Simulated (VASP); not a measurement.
Wanted: the native input for a VASP 6.6.1 run.

```
Task                   : single point
Functional             : r2SCAN
Potentials or basis    : VASP PAW PBE potentials, release 64 (Hf_pv, O)
Cutoff                 : 520 eV
k mesh                 : 9 × 9 × 9
Occupations            : fermi-dirac, width 0.05 eV
Spin                   : no spin polarisation
Dipole correction      : no
Further INCAR settings : ALGO = Normal; EDIFF = 1e-06; NBANDS = 18
```

HfO2:

```
Hf O
1.0
     0.00000    2.52293    2.52293
     2.52293    0.00000    2.52293
     2.52293    2.52293    0.00000
Hf O
1 2
Cartesian
  0.0000 0.0000 0.0000
  3.7844 3.7844 3.7844
  1.2615 1.2615 1.2615
```

These files were run (other wordings do the same):

POSCAR

```
HfO2
1.0
    0.0000000000      2.5229349520      2.5229349520
    2.5229349520      0.0000000000      2.5229349520
    2.5229349520      2.5229349520      0.0000000000
Hf O
1 2
Direct
    0.0000000000      0.0000000000      0.0000000000
    0.7500000000      0.7500000000      0.7500000000
    0.2500000000      0.2500000000      0.2500000000
```

INCAR.step1

```
SYSTEM = HfO2
ALGO = Normal ; EDIFF = 1E-4
ENCUT = 520 ; GGA = PE
ISMEAR = -1 ; LASPH = .TRUE.
LCHARG = .FALSE. ; LREAL = .FALSE.
LWAVE = .TRUE. ; NBANDS = 18
NELM = 60 ; PREC = Accurate
SIGMA = 0.05
```

INCAR.step2

```
SYSTEM = HfO2
ALGO = Normal ; EDIFF = 1E-6
ENCUT = 520 ; ISIF = 2
ISMEAR = -1 ; ISTART = 1
LASPH = .TRUE. ; LCHARG = .FALSE.
LMIXTAU = .TRUE. ; LREAL = .FALSE.
LWAVE = .FALSE. ; METAGGA = R2SCAN
NBANDS = 18 ; NELM = 60
PREC = Accurate ; SIGMA = 0.05
```

KPOINTS

```
k-points
0
G
  9 9 9
  0 0 0
```

Potentials or basis: VASP PAW PBE potentials, release 64 (Hf_pv, O).

The run is started by

```bash
$ cat potpaw_PBE.64/Hf_pv/POTCAR potpaw_PBE.64/O/POTCAR > POTCAR
$ cp INCAR.step1 INCAR
$ mpirun -np 1 vasp_std > vasp.out
$ cp INCAR.step2 INCAR
$ mpirun -np 1 vasp_std > vasp.out
```

It gave:

The pressure is -2.0 GPa. The band gap on the k mesh is 4.45 eV, indirect (least direct gap 4.56 eV).

Caveat: the PAW data sets were made with another functional, which shifts forces and pressure a little; spin-orbit coupling is left out, which moves the levels of the heavy elements.

Run time: 81 s on 1 thread of Intel(R) Xeon(R) Platinum 8259CL CPU @ 2.50GHz (Skylake/Cascade Lake) (shared host), peak memory 0.17 GiB.
